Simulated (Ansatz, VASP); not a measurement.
One calculation of ZrS2, two programs

INCAR

```
SYSTEM = ZrS2
PREC     = Accurate       ! precision mode
ENCUT    = 500            ! plane-wave cutoff, eV
EDIFF    = 1E-6           ! SCF threshold, eV
ISMEAR   = 0              ! smearing method
SIGMA    = 0.01           ! smearing width, eV
LREAL    = .False.        ! projectors in reciprocal space
LASPH    = .True.         ! aspherical terms in the spheres
NELM     = 120            ! most SCF steps
ALGO     = Normal         ! electronic algorithm
ISIF     = 2              ! what is computed and relaxed
LWAVE    = .False.        ! write WAVECAR
LCHARG   = .False.        ! write CHGCAR
GGA      = PE             ! functional
NBANDS   = 19             ! bands
GGA_COMPAT= .False.
```

File KPOINTS:

```
regular mesh
0
Gamma
  6 6 4
  0 0 0
```

The input POSCAR:

```
ZrS2
1.0
    3.6913825498      0.0000000000      0.0000000000
   -1.8456912749      3.1968310632      0.0000000000
    0.0000000000      0.0000000000      6.0410770100
Zr S
1 2
Direct
    0.0000000000      0.0000000000      0.0000000000
    0.6666666667      0.3333333333      0.7620900300
    0.3333333333      0.6666666667      0.2379099700
```

Input for Ansatz:

```yaml
crystal:
  lattice:
    - [3.6913825498, 0.0, 0.0]
    - [-1.8456912749, 3.1968310632, 0.0]
    - [0.0, 0.0, 6.04107701]
  atoms:
    - { symbol: Zr, position: [0.0, 0.0, 0.0] }
    - { symbol: S, position: [0.6666666667, 0.3333333333, 0.76209003] }
    - { symbol: S, position: [0.3333333333, 0.6666666667, 0.23790997] }
basis:
  ecutwfc: 420
kpoints:
  mp_grid: { grid: [6, 6, 4] }
hamiltonian:
  xc: pbe
scf:
  occupations: { method: fixed }
  max_iter: 73
output:
  forces: true
  stress: true
  eigenvalues: true
  dos: {}
```

Alike in both runs: task single point; functional PBE; k mesh 6 × 6 × 4; no spin polarisation.

|  | VASP | Ansatz |
| --- | --- | --- |
| version | VASP 6.6.1 | Ansatz 0.2.0 |
| potentials or method | VASP PAW PBE potentials, release 64 (Zr_sv, S), cutoff 500 eV | scalar-relativistic, plane waves, PAW |
| occupations | gaussian, width 0.01 eV | fixed |
| valence electrons in the cell | 24 | 24 |

VASP gave:

| Property | Result |
| --- | --- |
| gap on the k mesh at the Fermi level (eV) | 1.07 |
| least direct gap on the mesh (eV) | 1.64 |
| pressure (GPa) | 0.5 |
| traceless stress, the component that is largest in VASP (GPa) | 0.65 |
| rms of the force components (eV/Å) | 0.021 |

Question: What did Ansatz give for the same quantities?

Answer: gap on the k mesh at the Fermi level (eV): 1.07; least direct gap on the mesh (eV): 1.63; pressure (GPa): 0.5; traceless stress, the component that is largest in VASP (GPa): 0.61; rms of the force components (eV/Å): 0.018.

Atom by atom the forces differ by 0.003 eV/Å (rms over components).
